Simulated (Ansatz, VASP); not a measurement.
Se: VASP beside Ansatz

```xyz
3
Lattice="4.3951 0.0000 0.0000 -2.1976 3.8063 0.0000 0.0000 0.0000 4.9864" Properties=species:S:1:pos:R:3 pbc="T T T"
Se    0.9907    0.0000    1.6621
Se   -0.4953    0.8579    3.3243
Se    1.7022    2.9483    0.0000
```

Change from the starting cell: volume scaled by 1.02, PAW files.

Alike in both runs: task electric field gradients; functional LDA; k mesh 6 × 6 × 5; occupations fermi-dirac, width 0.03 eV; no spin polarisation.

|  | VASP | Ansatz |
| --- | --- | --- |
| version | VASP 6.6.1 | Ansatz 0.2.0 |
| potentials or method | VASP PAW LDA potentials, release 64 (Se) | PAW with Ansatz's default frozen-core files, scalar-relativistic |
| plane-wave cutoff (eV) | 520 | 420 |
| valence electrons in the cell | 18 | 48 |

Ansatz gave:

| Property | Result |
| --- | --- |
| gap on the k mesh at the Fermi level (eV) | 1.19 |
| pressure (GPa) | -2.3 |
| traceless stress, the component that is largest in VASP (GPa) | 0.45 |
| rms of the force components (eV/Å) | 0.009 |
| size of Vzz on the site where it differs most (V/Å²) | 513.0 |

Question: Which values does VASP return?

Answer: gap on the k mesh at the Fermi level (eV): 1.19; pressure (GPa): -2.1; traceless stress, the component that is largest in VASP (GPa): 0.52; rms of the force components (eV/Å): 0.036; size of Vzz on the site where it differs most (V/Å²): 499.0.

LDA's correlation is that of Perdew and Zunger in VASP and of Perdew and Wang (1992) in Ansatz. Atom by atom the forces differ by 0.026 eV/Å (rms over components). VASP's potentials hold 18 valence electrons a cell and Ansatz's 48, so a difference there can come from the potentials and not from the codes.
